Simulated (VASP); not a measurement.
# AlPtO (Pmmn) in VASP: notebook

The runs below take AlPtO through single point, with r2SCAN+U, r2SCAN.

Everything below comes from runs of VASP 6.6.1. Logs are shortened: lines on timing, memory, paths and dates and some standing lists are left out, and cuts for length are marked.

## 1. The cell of the first run

It takes space group Pmmn (No. 59, orthorhombic). Conventional cell: a = 3.326 Å, b = 3.335 Å, c = 7.067 Å, α = 90.00°, β = 90.00°, γ = 90.00°. Within 2.2 Å of Al (site symmetry mm2) lie 4 O at 1.67 to 1.90 Å. O (site symmetry mm2) has 4 Al at 1.67 to 1.90 Å within 2.2 Å. Within 3.4 Å of Pt (site symmetry mm2) lie 4 Al at 2.33 to 3.10 Å and 5 O at 2.54 to 2.90 Å and 4 Pt at 3.33 to 3.34 Å.

## 2. Single point, r2SCAN+U

Input file POSCAR:

```
AlPtO
1.0
    3.3351930000      0.0000000000      0.0000000000
    0.0000000000      3.3259800000      0.0000000000
    0.0000000000      0.0000000000      7.0665550000
Al O Pt
2 2 2
Direct
    0.0000000000      0.5000000000      0.0700000000
    0.5000000000      0.0000000000      0.9300000000
    0.0000000000      0.0000000000      0.9400000000
    0.5000000000      0.5000000000      0.0600000000
    0.0000000000      0.0000000000      0.3000000000
    0.5000000000      0.5000000000      0.7000000000
```

Input file INCAR.step1:

```
SYSTEM = AlPtO
PREC     = Accurate       ! precision mode
ENCUT    = 660            ! plane-wave cutoff, eV
ISMEAR   = -5             ! smearing method
SIGMA    = 0.1            ! smearing width, eV
LREAL    = .FALSE.        ! projectors in reciprocal space
LASPH    = .TRUE.         ! aspherical terms in the spheres
NELM     = 200            ! most SCF steps
LMAXMIX  = 4              ! l up to which the mixer works
LDAU     = .TRUE.         ! DFT+U
LDAUTYPE = 2            
LDAUL    = -1 -1 2        ! shell
LDAUU    = 0 0 5          ! U, eV
LDAUJ    = 0 0 0        
NBANDS   = 36             ! bands
GGA      = PE             ! functional
ALGO     = Normal         ! electronic algorithm
EDIFF    = 1E-5           ! SCF threshold, eV
LWAVE    = .TRUE.         ! write WAVECAR
LCHARG   = .FALSE.        ! write CHGCAR
GGA_COMPAT= .FALSE.
```

Input file INCAR.step2:

```
SYSTEM = AlPtO
PREC     = Accurate       ! precision mode
ENCUT    = 660            ! plane-wave cutoff, eV
EDIFF    = 1E-6           ! SCF threshold, eV
ISMEAR   = -5             ! smearing method
SIGMA    = 0.1            ! smearing width, eV
LREAL    = .FALSE.        ! projectors in reciprocal space
LASPH    = .TRUE.         ! aspherical terms in the spheres
NELM     = 200            ! most SCF steps
ALGO     = Normal         ! electronic algorithm
ISIF     = 2              ! what is computed and relaxed
LWAVE    = .FALSE.        ! write WAVECAR
LCHARG   = .FALSE.        ! write CHGCAR
LMAXMIX  = 4              ! l up to which the mixer works
LDAU     = .TRUE.         ! DFT+U
LDAUTYPE = 2            
LDAUL    = -1 -1 2        ! shell
LDAUU    = 0 0 5          ! U, eV
LDAUJ    = 0 0 0        
LDAUPRINT= 1            
METAGGA  = R2SCAN         ! meta-GGA
LMIXTAU  = .TRUE.       
NBANDS   = 36             ! bands
ISTART   = 1            
GGA_COMPAT= .FALSE.
```

Input file KPOINTS:

```
Automatic mesh
0
G
  5 5 3
  0 0 0
```

Potentials or basis: VASP PAW PBE potentials, release 64 (Al, O, Pt_sv_GW).

Started as:

```console
$ cat potpaw_PBE.64/Al/POTCAR potpaw_PBE.64/O/POTCAR potpaw_PBE.64/Pt_sv_GW/POTCAR > POTCAR
$ cp INCAR.step1 INCAR
$ mpirun -np 1 vasp_std > vasp.out
$ cp INCAR.step2 INCAR
$ mpirun -np 1 vasp_std > vasp.out
```

OUTCAR:

```text
SYSTEM = AlPtO
   PREC = Accurate
   ENCUT = 660
   EDIFF = 1E-6
   ISMEAR = -5
   LREAL = .FALSE.
   LASPH = .TRUE.
   NELM = 200
   ISIF = 2
   METAGGA = R2SCAN
   ISTART = 1

 ion  position               nearest neighbor table
   1  0.000  0.500  0.070-   4 1.67   4 1.67   3 1.90   3 1.90   5 2.33   5 2.33   2 2.55   2 2.55
                             2 2.55   2 2.55   6 3.10   6 3.10
   2  0.500  0.000  0.930-   3 1.67   3 1.67   4 1.90   4 1.90   6 2.33   6 2.33   1 2.55   1 2.55
                             1 2.55   1 2.55   5 3.10   5 3.10
   3  0.000  0.000  0.940-   2 1.67   2 1.67   1 1.90   1 1.90   5 2.54
   4  0.500  0.500  0.060-   1 1.67   1 1.67   2 1.90   2 1.90   6 2.54
   5  0.000  0.000  0.300-   1 2.33   1 2.33   3 2.54   2 3.10   2 3.10
   6  0.500  0.500  0.700-   2 2.33   2 2.33   4 2.54   1 3.10   1 3.10

  LATTYP: Found a simple orthorhombic cell.
 ALAT       =     3.3259800000
 B/A-ratio  =     1.0027700106
 C/A-ratio  =     2.1246534856

  Lattice vectors:

 A1 = (   0.0000000000,  -3.3259800000,   0.0000000000)
 A2 = (   3.3351930000,   0.0000000000,   0.0000000000)
 A3 = (   0.0000000000,   0.0000000000,   7.0665550000)

Analysis of symmetry for initial positions (statically):
=====================================================================
 Subroutine PRICEL returns:
 Original cell was already a primitive cell.

 Routine SETGRP: Setting up the symmetry group for a
 simple orthorhombic supercell.

 Subroutine GETGRP returns: Found  8 space group operations
 (whereof  4 operations were pure point group operations)
 out of a pool of  8 trial point group operations.

The static configuration has the point symmetry C_2v.
 The point group associated with its full space group is D_2h.

Analysis of symmetry for dynamics (positions and initial velocities):
=====================================================================
 Subroutine PRICEL returns:
 Original cell was already a primitive cell.

 Routine SETGRP: Setting up the symmetry group for a
 simple orthorhombic supercell.

 Subroutine GETGRP returns: Found  8 space group operations
 (whereof  4 operations were pure point group operations)
 out of a pool of  8 trial point group operations.

The dynamic configuration has the point symmetry C_2v.
 The point group associated with its full space group is D_2h.

 Subroutine INISYM returns: Found  8 space group operations
 (whereof  4 operations are pure point group operations),
 and found     1 'primitive' translations

----------------------------------------------------------------------------------------

                                     Primitive cell

  volume of cell :      78.3878

  direct lattice vectors                    reciprocal lattice vectors
     3.335193000  0.000000000  0.000000000     0.299832723  0.000000000  0.000000000
     0.000000000  3.325980000  0.000000000     0.000000000  0.300663263  0.000000000
     0.000000000  0.000000000  7.066555000     0.000000000  0.000000000  0.141511670

  length of vectors
     3.335193000  3.325980000  7.066555000     0.299832723  0.300663263  0.141511670

  position of ions in fractional coordinates (direct lattice)
     0.000000000  0.500000000  0.070000000
     0.500000000  0.000000000  0.930000000
     0.000000000  0.000000000  0.940000000
     0.500000000  0.500000000  0.060000000
     0.000000000  0.000000000  0.300000000
     0.500000000  0.500000000  0.700000000

  ion indices of the primitive-cell ions
   primitive index   ion index
                 1           1
                 2           2
                 3           3
                 4           4
                 5           5
                 6           6

[... 94 lines left out ...]
   J (eV)           for each species LDAUJ =   0.0  0.0  0.0
   METAGGA = R2SCAN    functional components
   LHFCALC =     F    Hartree Fock is set to
   AEXX    =    0.0000 exact exchange contribution
   IVDW    =     0    specifies the selected vdW correction
   LEPSILON=     F    determine dielectric tensor
   LRPA    =     F    only Hartree local field effects (RPA)
 non-spin polarized calculation
 Fermi weights with tetrahedron method with Bloechl corrections
  energy-cutoff  :      660.00
  volume of cell :       78.39
 maximum number of plane-waves:      3038
 NGX is ok and might be reduce to    28
   NGX = 13   NGY = 13   NGZ = 29

atom =   5  type =  3  l = 2

 onsite density matrix

spin component  1

  0.9108  0.0000  0.0000  0.0000  0.0000
  0.0000  0.8368  0.0000  0.0000  0.0000
  0.0000  0.0000  0.8920  0.0000  0.0026
  0.0000  0.0000  0.0000  0.8841  0.0000
  0.0000  0.0000  0.0026  0.0000  0.7802

spin component  2

  0.9108  0.0000  0.0000  0.0000  0.0000
  0.0000  0.8368  0.0000  0.0000  0.0000
  0.0000  0.0000  0.8920  0.0000  0.0026
  0.0000  0.0000  0.0000  0.8841  0.0000
  0.0000  0.0000  0.0026  0.0000  0.7802

 occupancies and eigenvectors

  o =  0.7801  v =  0.0000  0.0000 -0.0230  0.0000  0.9997  0.0000  0.0000  0.0000  0.0000  0.0000      0.0000  0.0000  0.0000  0.0000  0.0000  0.0000  0.0000  0.0000  0.0000  0.0000
  o =  0.7801  v =  0.0000  0.0000  0.0000  0.0000  0.0000  0.0000  0.0000 -0.0230  0.0000  0.9997      0.0000  0.0000  0.0000  0.0000  0.0000  0.0000  0.0000  0.0000  0.0000  0.0000
  o =  0.8368  v =  0.0000  0.0000  0.0000  0.0000  0.0000  0.0000  1.0000  0.0000  0.0000  0.0000      0.0000  0.0000  0.0000  0.0000  0.0000  0.0000  0.0000  0.0000  0.0000  0.0000
  o =  0.8368  v =  0.0000  1.0000  0.0000  0.0000  0.0000  0.0000  0.0000  0.0000  0.0000  0.0000      0.0000  0.0000  0.0000  0.0000  0.0000  0.0000  0.0000  0.0000  0.0000  0.0000
  o =  0.8841  v =  0.0000  0.0000  0.0000 -1.0000  0.0000  0.0000  0.0000  0.0000  0.0000  0.0000      0.0000  0.0000  0.0000  0.0000  0.0000  0.0000  0.0000  0.0000  0.0000  0.0000
  o =  0.8841  v =  0.0000  0.0000  0.0000  0.0000  0.0000  0.0000  0.0000  0.0000 -1.0000  0.0000      0.0000  0.0000  0.0000  0.0000  0.0000  0.0000  0.0000  0.0000  0.0000  0.0000
  o =  0.8921  v =  0.0000  0.0000 -0.9997  0.0000 -0.0230  0.0000  0.0000  0.0000  0.0000  0.0000      0.0000  0.0000  0.0000  0.0000  0.0000  0.0000  0.0000  0.0000  0.0000  0.0000
  o =  0.8921  v =  0.0000  0.0000  0.0000  0.0000  0.0000  0.0000  0.0000 -0.9997  0.0000 -0.0230      0.0000  0.0000  0.0000  0.0000  0.0000  0.0000  0.0000  0.0000  0.0000  0.0000
  o =  0.9108  v =  1.0000  0.0000  0.0000  0.0000  0.0000  0.0000  0.0000  0.0000  0.0000  0.0000      0.0000  0.0000  0.0000  0.0000  0.0000  0.0000  0.0000  0.0000  0.0000  0.0000
  o =  0.9108  v =  0.0000  0.0000  0.0000  0.0000  0.0000  1.0000  0.0000  0.0000  0.0000  0.0000      0.0000  0.0000  0.0000  0.0000  0.0000  0.0000  0.0000  0.0000  0.0000  0.0000

atom =   6  type =  3  l = 2

 onsite density matrix

spin component  1

  0.9108  0.0000  0.0000  0.0000  0.0000
  0.0000  0.8368  0.0000  0.0000  0.0000
  0.0000  0.0000  0.8920  0.0000  0.0026
  0.0000  0.0000  0.0000  0.8841  0.0000
  0.0000  0.0000  0.0026  0.0000  0.7802

spin component  2

  0.9108  0.0000  0.0000  0.0000  0.0000
  0.0000  0.8368  0.0000  0.0000  0.0000
  0.0000  0.0000  0.8920  0.0000  0.0026
  0.0000  0.0000  0.0000  0.8841  0.0000
  0.0000  0.0000  0.0026  0.0000  0.7802

 occupancies and eigenvectors

  o =  0.7801  v =  0.0000  0.0000 -0.0230  0.0000  0.9997  0.0000  0.0000  0.0000  0.0000  0.0000      0.0000  0.0000  0.0000  0.0000  0.0000  0.0000  0.0000  0.0000  0.0000  0.0000
  o =  0.7801  v =  0.0000  0.0000  0.0000  0.0000  0.0000  0.0000  0.0000 -0.0230  0.0000  0.9997      0.0000  0.0000  0.0000  0.0000  0.0000  0.0000  0.0000  0.0000  0.0000  0.0000
  o =  0.8368  v =  0.0000  0.0000  0.0000  0.0000  0.0000  0.0000  1.0000  0.0000  0.0000  0.0000      0.0000  0.0000  0.0000  0.0000  0.0000  0.0000  0.0000  0.0000  0.0000  0.0000
  o =  0.8368  v =  0.0000  1.0000  0.0000  0.0000  0.0000  0.0000  0.0000  0.0000  0.0000  0.0000      0.0000  0.0000  0.0000  0.0000  0.0000  0.0000  0.0000  0.0000  0.0000  0.0000
  o =  0.8841  v =  0.0000  0.0000 -0.0000 -1.0000  0.0000  0.0000  0.0000  0.0000  0.0000  0.0000      0.0000  0.0000  0.0000  0.0000  0.0000  0.0000  0.0000  0.0000  0.0000  0.0000
  o =  0.8841  v =  0.0000  0.0000  0.0000  0.0000  0.0000  0.0000  0.0000 -0.0000 -1.0000  0.0000      0.0000  0.0000  0.0000  0.0000  0.0000  0.0000  0.0000  0.0000  0.0000  0.0000
  o =  0.8921  v =  0.0000  0.0000 -0.9997  0.0000 -0.0230  0.0000  0.0000  0.0000  0.0000  0.0000      0.0000  0.0000  0.0000  0.0000  0.0000  0.0000  0.0000  0.0000  0.0000  0.0000
  o =  0.8921  v =  0.0000  0.0000  0.0000  0.0000  0.0000  0.0000  0.0000 -0.9997  0.0000 -0.0230      0.0000  0.0000  0.0000  0.0000  0.0000  0.0000  0.0000  0.0000  0.0000  0.0000
  o =  0.9108  v =  1.0000  0.0000  0.0000  0.0000  0.0000  0.0000  0.0000  0.0000  0.0000  0.0000      0.0000  0.0000  0.0000  0.0000  0.0000  0.0000  0.0000  0.0000  0.0000  0.0000
  o =  0.9108  v =  0.0000  0.0000  0.0000  0.0000  0.0000  1.0000  0.0000  0.0000  0.0000  0.0000      0.0000  0.0000  0.0000  0.0000  0.0000  0.0000  0.0000  0.0000  0.0000  0.0000

 number of electron      54.0000007 magnetization

 Free energy of the ion-electron system (eV)
  ---------------------------------------------------
  ext. energy  EPLUGINS =         0.00000000
  ---------------------------------------------------
  free energy    TOTEN  =      -124.83038302 eV

  energy without entropy =     -124.83038302  energy(sigma->0) =     -124.83038302

 E-fermi :   7.1300     XC(G=0): -12.0463

 val. band max:        7.1025058932   @ k =   0.4000   0.2000   0.0000
 cond. band min:       7.1998071639   @ k =   0.4000   0.2000   0.3333
 fundamental gap:      0.0973012706
 Fermi energy:         7.1300092031

 k-point     1 :       0.0000    0.0000    0.0000
  band No.  band energies     occupation
      1     -90.1287      2.00000
      2     -90.1284      2.00000
      3     -44.2753      2.00000
      4     -44.2732      2.00000
      5     -44.2420      2.00000
      6     -44.2330      2.00000
[... 691 lines left out ...]
     35      17.3966      0.00000
     36      18.1163      0.00000

------------------------ aborting loop because EDIFF is reached ----------------------------------------

  FORCE on cell =-STRESS in cart. coord.  units (eV):
  Direction    XX          YY          ZZ          XY          YZ          ZX
  --------------------------------------------------------------------------------------
  -------------------------------------------------------------------------------------
  Total       24.6705600      8.7036535     13.9613763      0.0000000      0.0000000      0.0000000
  in kB      504.2445852    177.8950356    285.3582723      0.0000000      0.0000000      0.0000000
  external PRESSURE =     322.4992977 kB  Pullay stress =       0.0000000 kB

 VOLUME and BASIS-vectors are now :
 -----------------------------------------------------------------------------
  energy-cutoff  :      660.00
  volume of cell :       78.39
      direct lattice vectors                 reciprocal lattice vectors
     3.335193000  0.000000000  0.000000000     0.299832723  0.000000000  0.000000000
     0.000000000  3.325980000  0.000000000     0.000000000  0.300663263  0.000000000
     0.000000000  0.000000000  7.066555000     0.000000000  0.000000000  0.141511670

 POSITION                                       TOTAL-FORCE (eV/Angst)
 -----------------------------------------------------------------------------------
      0.00000      1.66299      0.49466         0.000000      0.000000      2.292553
      1.66760      0.00000      6.57190         0.000000      0.000000     -2.292553
      0.00000      0.00000      6.64256         0.000000      0.000000      0.748699
      1.66760      1.66299      0.42399         0.000000      0.000000     -0.748699
      0.00000      0.00000      2.11997         0.000000      0.000000      4.510337
      1.66760      1.66299      4.94659         0.000000      0.000000     -4.510337
 -----------------------------------------------------------------------------------
    total drift:                                0.000000      0.000000     -0.000000

  FREE ENERGIE OF THE ION-ELECTRON SYSTEM (eV)
  ---------------------------------------------------
  free  energy   TOTEN  =      -124.8303830211 eV

  energy  without entropy=     -124.8303830211  energy(sigma->0) =     -124.83038302
```

Run time: 2.2 min. Hardware: 1 thread of Intel Xeon 6975P-C (Granite Rapids), shared host; peak memory 0.26 GiB.

What came out:

| Property | Result |
| --- | --- |
| Free energy | -124.8304 eV |
| Pressure | 32.2 GPa |
| Largest force | 4.510 eV/Å |
| Band gap on the k mesh | zero (bands 27 and 28 overlap by 1.93 eV) |

Forces in eV/Å, atoms in the order of the input:
```
Al   0.000  0.000  2.293
Al   0.000  0.000 -2.293
O    0.000  0.000  0.749
O    0.000  0.000 -0.749
Pt   0.000  0.000  4.510
Pt   0.000  0.000 -4.510
```

Stress tensor (GPa, compression positive):
```
50.42  0.00  0.00
 0.00 17.79  0.00
 0.00  0.00 28.54
```

Eigenvalues of the final occupation matrices:
| site | spin | trace | eigenvalues |
| --- | --- | --- | --- |
| site 5 d | 1 | 4.30 | 0.78 0.84 0.88 0.89 0.91 |
| site 5 d | 2 | 4.30 | 0.78 0.84 0.88 0.89 0.91 |
| site 6 d | 1 | 4.30 | 0.78 0.84 0.88 0.89 0.91 |
| site 6 d | 2 | 4.30 | 0.78 0.84 0.88 0.89 0.91 |

Caveat: the k points lie up to 0.38 Å⁻¹ apart, too coarse for converged energies and pressures of a metal; the PAW data sets were made with another functional, which shifts forces and pressure a little; spin-orbit coupling is left out, which moves the levels of the heavy elements; U without spin polarisation on a metal has little footing; tetrahedron occupations give inexact forces and stress in metals.

## 3. Single point, r2SCAN

Input file POSCAR:

```
AlPtO
1.0
    3.3351930000      0.0000000000      0.0000000000
    0.0000000000      3.3259800000      0.0000000000
    0.0000000000      0.0000000000      7.0665550000
Al O Pt
2 2 2
Direct
    0.0000000000      0.5000000000      0.1262125453
    0.5000000000      0.0000000000      0.8737874547
    0.0000000000      0.0000000000      0.9641154784
    0.5000000000      0.5000000000      0.0358845216
    0.0000000000      0.0000000000      0.4266374836
    0.5000000000      0.5000000000      0.5733625164
```

Input file INCAR.step1:

```
SYSTEM = AlPtO
PREC = Accurate ; ENCUT = 520
ISMEAR = -1 ; SIGMA = 0.1
LREAL = .False. ; LASPH = .True.
NELM = 80 ; NBANDS = 28
GGA = PE ; ALGO = Normal
EDIFF = 1E-4 ; LWAVE = .True.
LCHARG = .False.
```

Input file INCAR.step2:

```
SYSTEM = AlPtO
PREC = Accurate ; ENCUT = 520
EDIFF = 1E-6 ; ISMEAR = -1
SIGMA = 0.1 ; LREAL = .False.
LASPH = .True. ; NELM = 80
ALGO = Normal ; ISIF = 2
LWAVE = .False. ; LCHARG = .False.
METAGGA = R2SCAN ; LMIXTAU = .True.
NBANDS = 28 ; ISTART = 1
```

Input file KPOINTS:

```
Automatic mesh
0
Gamma
  7 7 3
  0 0 0
```

Potentials or basis: VASP PAW PBE potentials, release 64 (Al, O, Pt).

Started as:

```console
$ cat potpaw_PBE.64/Al/POTCAR potpaw_PBE.64/O/POTCAR potpaw_PBE.64/Pt/POTCAR > POTCAR
$ cp INCAR.step1 INCAR
$ mpirun -np 1 vasp_std > vasp.out
$ cp INCAR.step2 INCAR
$ mpirun -np 1 vasp_std > vasp.out
```

Wall time 3.7 min (1 thread of Intel Xeon 8259CL, shared host); peak memory 0.21 GiB.

Results (log left out):

```
Free energy            : -138.4806 eV
Pressure               : 3.6 GPa
Largest force          : 0.027 eV/Å
Band gap on the k mesh : zero (bands 19 and 20 overlap by 0.27 eV)
```

Forces in eV/Å, atoms in the order of the input:
```
Al   0.000  0.000 -0.021
Al   0.000  0.000  0.021
O    0.000  0.000  0.012
O    0.000  0.000 -0.012
Pt   0.000  0.000 -0.027
Pt   0.000  0.000  0.027
```

Stress tensor (GPa, compression positive):
```
17.21  0.00  0.00
 0.00 -1.60  0.00
 0.00  0.00 -4.75
```

Levels at points of the mesh, in eV from the Fermi level:
| k point | band 16 | band 17 | band 18 | band 19 | band 20 | band 21 | band 22 | band 23 |
| --- | --- | --- | --- | --- | --- | --- | --- | --- |
| (0.00, 0.00, 0.00) | -2.45 | -2.29 | -1.33 | -1.08 | 0.56 | 3.24 | 6.37 | 7.31 |

Caveat: the cell stands under pressure; the PAW data sets were made with another functional, which shifts forces and pressure a little; spin-orbit coupling is left out, which moves the levels of the heavy elements.
